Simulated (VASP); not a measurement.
# Ca (Immm) in VASP: notebook

Runs on Ca. Level: PBEsol. Tasks: single point.

All numbers are computed with VASP 6.6.1; they aren't measurements. Logs are shortened: lines on timing, memory, paths and dates and some standing lists are left out, and cuts for length are marked.

### 1 The cell of the first run

The typed cell holds 2 atoms: a = 3.914 Å, b = 3.915 Å, c = 5.323 Å, α = 90.00°, β = 90.00°, γ = 90.00°.

### 2 Single point, PBEsol (biaxial strain in the a-b plane: +1.5 %, then relaxed in part)

File INCAR:

```
ALGO     = Fast           # electronic algorithm
EDIFF    = 1E-6           # SCF threshold, eV
ENCUT    = 520            # plane-wave cutoff, eV
GGA      = PS             # functional
ISIF     = 2              # what is computed and relaxed
ISMEAR   = 0              # smearing method
LASPH    = T              # aspherical terms in the spheres
LCHARG   = F              # write CHGCAR
LREAL    = F              # projectors in reciprocal space
LWAVE    = F              # write WAVECAR
NBANDS   = 17             # bands
NELM     = 100            # most SCF steps
PREC     = Accurate       # precision mode
SIGMA    = 0.1            # smearing width, eV
```

File KPOINTS:

```
k-points
0
Gamma
  12 12 8
```

File POSCAR:

```
Ca
1.0
    3.9142812902      0.0000000000      0.0000000000
    0.0000000000      3.9154438413      0.0000000000
    0.0000000000      0.0000000000      5.3228600337
Ca
2
Direct
    0.0000000000      0.0000000000      0.5000000000
    0.5000000000      0.5000000000      0.0000000000
```

Potentials or basis: VASP PAW PBE potentials, release 64 (Ca_sv).

Launch:

```
> cat potpaw_PBE.64/Ca_sv/POTCAR > POTCAR
> mpirun -np 1 vasp_std > vasp.out
```

OUTCAR:

```text
EDIFF = 1E-6
   ENCUT = 520
   GGA = PS
   ISIF = 2
   ISMEAR = 0
   LASPH = T
   LREAL = F
   NELM = 100
   PREC = Accurate

 ion  position               nearest neighbor table
   1  0.000  0.000  0.500-
   2  0.500  0.500  0.000-

  LATTYP: Found a simple orthorhombic cell.
 ALAT       =     3.9142812902
 B/A-ratio  =     1.0002970024
 C/A-ratio  =     1.3598562901

  Lattice vectors:

 A1 = (   3.9142812902,   0.0000000000,   0.0000000000)
 A2 = (   0.0000000000,   3.9154438413,   0.0000000000)
 A3 = (   0.0000000000,   0.0000000000,   5.3228600337)

Analysis of symmetry for initial positions (statically):
=====================================================================
 Subroutine PRICEL returns following result:

  LATTYP: Found a body centered orthorhombic cell.
 ALAT       =     3.9142812902
 B/A-ratio  =     1.0002970024
 C/A-ratio  =     1.3598562901

  Lattice vectors:

 A1 = (  -1.9571406451,  -1.9577219206,  -2.6614300168)
 A2 = (   1.9571406451,   1.9577219206,  -2.6614300168)
 A3 = (   1.9571406451,  -1.9577219206,   2.6614300168)

   2 primitive cells build up your supercell.

 Routine SETGRP: Setting up the symmetry group for a
 simple orthorhombic supercell.

 Subroutine GETGRP returns: Found  8 space group operations
 (whereof  8 operations were pure point group operations)
 out of a pool of  8 trial point group operations.

The static configuration has the point symmetry D_2h.

Analysis of symmetry for dynamics (positions and initial velocities):
=====================================================================
 Subroutine PRICEL returns following result:

  LATTYP: Found a body centered orthorhombic cell.
 ALAT       =     3.9142812902
 B/A-ratio  =     1.0002970024
 C/A-ratio  =     1.3598562901

  Lattice vectors:

 A1 = (  -1.9571406451,  -1.9577219206,  -2.6614300168)
 A2 = (   1.9571406451,   1.9577219206,  -2.6614300168)
 A3 = (   1.9571406451,  -1.9577219206,   2.6614300168)

   2 primitive cells build up your supercell.

 Routine SETGRP: Setting up the symmetry group for a
 simple orthorhombic supercell.

 Subroutine GETGRP returns: Found  8 space group operations
 (whereof  8 operations were pure point group operations)
 out of a pool of  8 trial point group operations.

The dynamic configuration has the point symmetry D_2h.

 Subroutine INISYM returns: Found  8 space group operations
 (whereof  8 operations are pure point group operations),
 and found     2 'primitive' translations

[... 91 lines left out ...]
   NELM   =    100;   NELMIN=  2; NELMDL= -5     # of ELM steps
   EDIFF  = 0.1E-05   stopping-criterion for ELM
   LREAL  =      F    real-space projection
   EDIFFG = 0.1E-04   stopping-criterion for IOM
   NSW    =      0    number of steps for IOM
   IBRION =     -1    ionic relax: 0-MD 1-quasi-New 2-CG
   NFREE  =      0    steps in history (QN), initial steepest desc. (CG)
   ISIF   =      2    stress and relaxation
   ISYM   =      2    0-nonsym 1-usesym 2-fastsym
   POTIM  = 0.5000    time-step for ionic-motion
   TEBEG  =    0.0;   TEEND  =   0.0 temperature during run
   PSTRESS=    0.0 pullay stress
   NELECT =      20.0000    total number of electrons
   NUPDOWN=      -1.0000    fix difference up-down
   EMIN   =  10.00;   EMAX   =-10.00  energy-range for DOS
   EFERMI =   0.00;   METHOD = LEGACY
   ISMEAR =     0;   SIGMA  =   0.10  broadening in eV -4-tet -1-fermi 0-gaus
   EFERMI_NEDOS =   21; number of points for ismear=-14 and -15
   IALGO  =     68    algorithm
   IMIX   =      4    mixing-type and parameters
     AMIX     =   0.40;   BMIX     =  1.00
     AMIX_MAG =   1.60;   BMIX_MAG =  1.00
  volume/ion in A,a.u.               =      40.79       275.26
  Fermi-wavevector in a.u.,A,eV,Ry     =   1.024611  1.936233 14.283759  1.049827
  Thomas-Fermi vector in A             =   2.158407
   LORBIT       =      0    0 simple, 1 ext, 2 COOP (PROOUT), +10 PAW based schemes
   GGA     = PS    functional components
   LHFCALC =     F    Hartree Fock is set to
   AEXX    =    0.0000 exact exchange contribution
   IVDW    =     0    specifies the selected vdW correction
   LEPSILON=     F    determine dielectric tensor
   LRPA    =     F    only Hartree local field effects (RPA)
 non-spin polarized calculation
 RMM-DIIS sequential band-by-band and
 Gauss-broadening in eV      SIGMA  =   0.10
  energy-cutoff  :      520.00
  volume of cell :       81.58
 maximum number of plane-waves:      2223
 NGX is ok and might be reduce to    30
   NGX = 15   NGY = 15   NGZ = 19

 number of electron      20.0000000 magnetization

 Free energy of the ion-electron system (eV)
  ---------------------------------------------------
  ext. energy  EPLUGINS =         0.00000000
  ---------------------------------------------------
  free energy    TOTEN  =        -4.27202184 eV

  energy without entropy =       -4.25721423  energy(sigma->0) =       -4.26461804

 E-fermi :   2.0266     XC(G=0):  -7.9187

 val. band max:        2.0253248332   @ k =   0.0833   0.3333   0.2500
 cond. band min:       2.0266663094   @ k =   0.3333   0.0833   0.2500
 fundamental gap:      0.0013414762
 Fermi energy:         2.0266285162

 k-point     1 :       0.0000    0.0000    0.0000
  band No.  band energies     occupation
      1     -39.7372      2.00000
      2     -39.7137      2.00000
      3     -20.8745      2.00000
      4     -20.7913      2.00000
      5     -20.7913      2.00000
      6     -20.7258      2.00000
[... 457 lines left out ...]
      4     -20.8242      2.00000
      5     -20.7855      2.00000
      6     -20.7838      2.00000
[... 9 lines left out ...]
     16       4.8227      0.00000
     17       4.9308      0.00000

 [... further k-points ...]

------------------------ aborting loop because EDIFF is reached ----------------------------------------

  FORCE on cell =-STRESS in cart. coord.  units (eV):
  Direction    XX          YY          ZZ          XY          YZ          ZX
  --------------------------------------------------------------------------------------
  -------------------------------------------------------------------------------------
  Total       -0.0898532     -0.0937027     -0.0062387      0.0000000      0.0000000      0.0000000
  in kB       -1.7646802     -1.8402834     -0.1225248      0.0000000      0.0000000      0.0000000
  external PRESSURE =      -1.2424961 kB  Pullay stress =       0.0000000 kB

 VOLUME and BASIS-vectors are now :
 -----------------------------------------------------------------------------
  energy-cutoff  :      520.00
  volume of cell :       81.58
      direct lattice vectors                 reciprocal lattice vectors
     3.914281290  0.000000000  0.000000000     0.255474741  0.000000000  0.000000000
     0.000000000  3.915443841  0.000000000     0.000000000  0.255398887  0.000000000
     0.000000000  0.000000000  5.322860034     0.000000000  0.000000000  0.187868926

 POSITION                                       TOTAL-FORCE (eV/Angst)
 -----------------------------------------------------------------------------------
      0.00000      0.00000      2.66143        -0.000000     -0.000000     -0.000000
      1.95714      1.95772      0.00000         0.000000      0.000000      0.000000
 -----------------------------------------------------------------------------------
    total drift:                                0.000000      0.000000     -0.000000

  FREE ENERGIE OF THE ION-ELECTRON SYSTEM (eV)
  ---------------------------------------------------
  free  energy   TOTEN  =        -4.2720218425 eV

  energy  without entropy=       -4.2572142321  energy(sigma->0) =       -4.26461804
```

OSZICAR:

```text
N       E                     dE             d eps       ncg     rms          rms(c)
DAV:   1     0.172298258876E+03    0.17230E+03   -0.10089E+04  8330   0.106E+03
DAV:   2     0.500382221272E+01   -0.16729E+03   -0.16517E+03  9281   0.317E+02
DAV:   3    -0.399370915022E+01   -0.89975E+01   -0.89311E+01 16141   0.541E+01
DAV:   4    -0.427943750455E+01   -0.28573E+00   -0.28546E+00 10372   0.104E+01
DAV:   5    -0.429352804919E+01   -0.14091E-01   -0.14087E-01 14176   0.143E+00    0.319E+00
RMM:   6    -0.427897133917E+01    0.14557E-01   -0.13730E-02  8843   0.131E+00    0.197E+00
RMM:   7    -0.427157796740E+01    0.73934E-02   -0.39883E-02  9309   0.242E+00    0.143E-01
RMM:   8    -0.427170721680E+01   -0.12925E-03   -0.10118E-02 10634   0.884E-01    0.441E-02
RMM:   9    -0.427193537013E+01   -0.22815E-03   -0.32213E-03 12584   0.422E-01    0.561E-02
RMM:  10    -0.427202194169E+01   -0.86572E-04   -0.48248E-04 12537   0.193E-01    0.136E-01
RMM:  11    -0.427199989246E+01    0.22049E-04   -0.48589E-04 12533   0.187E-01    0.265E-02
RMM:  12    -0.427201458154E+01   -0.14689E-04   -0.16091E-04 12992   0.761E-02    0.266E-02
RMM:  13    -0.427201903309E+01   -0.44516E-05   -0.43070E-05 12781   0.371E-02    0.327E-02
RMM:  14    -0.427202976808E+01   -0.10735E-04   -0.38148E-05 12754   0.361E-02    0.617E-02
RMM:  15    -0.427202076976E+01    0.89983E-05   -0.10143E-05 11493   0.293E-02    0.367E-02
RMM:  16    -0.427201903117E+01    0.17386E-05   -0.11194E-05 12056   0.328E-02    0.937E-03
RMM:  17    -0.427202134456E+01   -0.23134E-05   -0.65324E-06  9990   0.200E-02    0.385E-03
RMM:  18    -0.427202184250E+01   -0.49795E-06   -0.11398E-06  7369   0.920E-03
   1 F= -.42720218E+01 E0= -.42646180E+01  d E =-.148076E-01
```

stdout:

```text
POSCAR found type information on POSCAR Ca
 POSCAR found :  1 types and       2 ions
 scaLAPACK will be used
 -----------------------------------------------------------------------------
|                                                                             |
|                                                                             |
|     You enforced a specific xc type in the INCAR file but a different       |
|     I HOPE YOU KNOW WHAT YOU ARE DOING!                                     |
|                                                                             |
 -----------------------------------------------------------------------------

 LDA part: xc-table for (Slater+PW92), standard interpolation
 POSCAR, INCAR and KPOINTS ok, starting setup
 FFT: planning ... GRIDC
 FFT: planning ... GRID_SOFT
 FFT: planning ... GRID
 WAVECAR not read
 entering main loop
WARNING in EDDRMM: call to ZHEGV failed, returncode =   6  3     14
WARNING in EDDRMM: call to ZHEGV failed, returncode =   6  3     14
WARNING in EDDRMM: call to ZHEGV failed, returncode =   6  3     15
WARNING in EDDRMM: call to ZHEGV failed, returncode =   6  3     15
WARNING in EDDRMM: call to ZHEGV failed, returncode =   8  4     12
WARNING in EDDRMM: call to ZHEGV failed, returncode =   6  3     10
WARNING in EDDRMM: call to ZHEGV failed, returncode =   8  4     13
WARNING in EDDRMM: call to ZHEGV failed, returncode =   6  3     14
WARNING in EDDRMM: call to ZHEGV failed, returncode =   6  3     12
WARNING in EDDRMM: call to ZHEGV failed, returncode =   8  4     15
```

Wall time 3.1 min (1 thread of Intel Xeon 6975P-C (Granite Rapids), shared host); peak memory 0.39 GiB.

Results:

```yaml
Free_energy: -4.2720 eV
Pressure: -0.1 GPa
Band_gap_on_the_k_mesh: zero (bands 10 and 11 overlap by 0.33 eV)
```

Levels at points of the mesh, in eV from the Fermi level:
```csv
k point,band 6,band 7,band 8,band 9,band 10,band 11,band 12,band 13,band 14,band 15
"(0.00, 0.00, 0.00)",-22.75,-22.75,-22.75,-4.10,-0.42,0.48,1.30,2.31,2.32,2.49
"(0.50, 0.00, 0.00)",-22.82,-22.78,-22.78,-1.59,-1.59,1.09,1.09,1.46,1.46,2.75
"(0.00, 0.50, 0.00)",-22.82,-22.78,-22.78,-1.59,-1.59,1.09,1.09,1.46,1.46,2.75
"(0.50, 0.50, 0.00)",-22.81,-22.80,-22.80,-0.54,-0.54,0.58,0.58,0.89,0.89,4.20
"(0.00, 0.00, 0.50)",-22.79,-22.79,-22.79,-2.65,-2.65,1.32,1.32,2.40,2.40,2.90
"(0.50, 0.00, 0.50)",-22.78,-22.77,-22.77,-1.02,-1.02,-0.13,-0.13,2.14,2.14,2.37
"(0.00, 0.50, 0.50)",-22.78,-22.77,-22.77,-1.02,-1.02,-0.13,-0.13,2.14,2.14,2.37
"(0.50, 0.50, 0.50)",-22.85,-22.81,-22.81,0.20,0.20,0.65,0.65,0.65,0.65,2.70
```

Caveat: the cell differs from its parent crystal (biaxial strain in the a-b plane: +1.5 %, then relaxed in part); the PAW data sets were made with another functional, which shifts forces and pressure a little.

### 3 Single point, PBEsol (biaxial strain in the a-b plane: +3.0 %, then relaxed in part)

File INCAR:

```
SYSTEM = Ca
ALGO     = Fast           ! electronic algorithm
EDIFF    = 1E-6           ! SCF threshold, eV
ENCUT    = 520            ! plane-wave cutoff, eV
GGA      = PS             ! functional
ISIF     = 2              ! what is computed and relaxed
ISMEAR   = 0              ! smearing method
LASPH    = .True.         ! aspherical terms in the spheres
LCHARG   = .False.        ! write CHGCAR
LREAL    = .False.        ! projectors in reciprocal space
LWAVE    = .False.        ! write WAVECAR
NBANDS   = 17             ! bands
NELM     = 100            ! most SCF steps
PREC     = Accurate       ! precision mode
SIGMA    = 0.1            ! smearing width, eV
```

File KPOINTS:

```
k-points
0
Gamma
  12 12 8
  0 0 0
```

File POSCAR:

```
Ca
1.0
    3.9721278117      0.0000000000      0.0000000000
    0.0000000000      3.9733075434      0.0000000000
    0.0000000000      0.0000000000      5.1946828541
Ca
2
Direct
    0.0000000000      0.0000000000      0.5000000000
    0.5000000000      0.5000000000      0.0000000000
```

Potentials or basis: VASP PAW PBE potentials, release 64 (Ca_sv).

Launch:

```
> cat potpaw_PBE.64/Ca_sv/POTCAR > POTCAR
> mpirun -np 1 vasp_std > vasp.out
```

Wall time 3 min (1 thread of Intel Xeon 6975P-C (Granite Rapids), shared host); peak memory 0.4 GiB.

It converged, with:

```yaml
Free_energy: -4.2685 eV
Pressure: -0.2 GPa
Band_gap_on_the_k_mesh: zero (bands 10 and 11 overlap by 0.34 eV)
```

Stress tensor (GPa, compression positive):
```
-0.32  0.00  0.00
 0.00 -0.33  0.00
 0.00  0.00 -0.02
```

Levels at points of the mesh, in eV from the Fermi level:
```tsv
k point	band 8	band 9	band 10	band 11	band 12	band 13
(0.00, 0.00, 0.00)	-22.76	-4.09	-0.35	0.42	1.57	2.26
(0.50, 0.00, 0.00)	-22.80	-1.64	-1.64	1.21	1.21	1.47
(0.00, 0.50, 0.00)	-22.80	-1.64	-1.64	1.21	1.21	1.47
(0.50, 0.50, 0.00)	-22.81	-0.57	-0.57	0.63	0.63	0.76
(0.00, 0.00, 0.50)	-22.80	-2.57	-2.57	1.33	1.33	2.54
(0.50, 0.00, 0.50)	-22.78	-1.01	-1.01	-0.13	-0.13	2.02
(0.00, 0.50, 0.50)	-22.78	-1.01	-1.01	-0.13	-0.13	2.02
(0.50, 0.50, 0.50)	-22.83	0.22	0.22	0.59	0.59	0.60
```

Caveat: the cell differs from its parent crystal (biaxial strain in the a-b plane: +3.0 %, then relaxed in part); the PAW data sets were made with another functional, which shifts forces and pressure a little.
